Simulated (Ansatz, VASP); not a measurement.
**Two plane-wave programs on Ti**

```
Ti
1.0
     1.61855   -5.13438    0.00000
     1.61855    5.13438    0.00000
     0.00000    0.00000    4.28354
Ti
4
Cartesian
  1.6186 4.1280 3.8980
  1.6186 -1.0063 2.5273
  1.6186 -4.1280 0.3855
  1.6186 1.0063 1.7563
```

Alike in both runs: task relaxation of cell and atoms; functional PBEsol; k mesh 6 × 6 × 4; occupations gaussian, width 0.1 eV; no spin polarisation.

|  | VASP | Ansatz |
| --- | --- | --- |
| version | VASP 6.6.1 | Ansatz 0.2.0 |
| potentials or method | VASP PAW PBE potentials, release 64 (Ti_sv), cutoff 600 eV | scalar-relativistic, plane waves, PAW |
| valence electrons in the cell | 48 | 48 |

```csv
,VASP,Ansatz,Ansatz less VASP
"gap on the k mesh at the Fermi level, each at its own relaxed structure (eV)",none,none,-
relaxed volume (Å³/atom),16.77,16.86,+0.090
relaxed cell length with the largest relative difference (Å),4.968,4.987,+0.0190
```

VASP's potentials were made for PBE, not for PBEsol. A gap of «none» marks a metal or a gap that the smearing closes.

The k mesh is coarse, so the values compare programs but aren't converged.
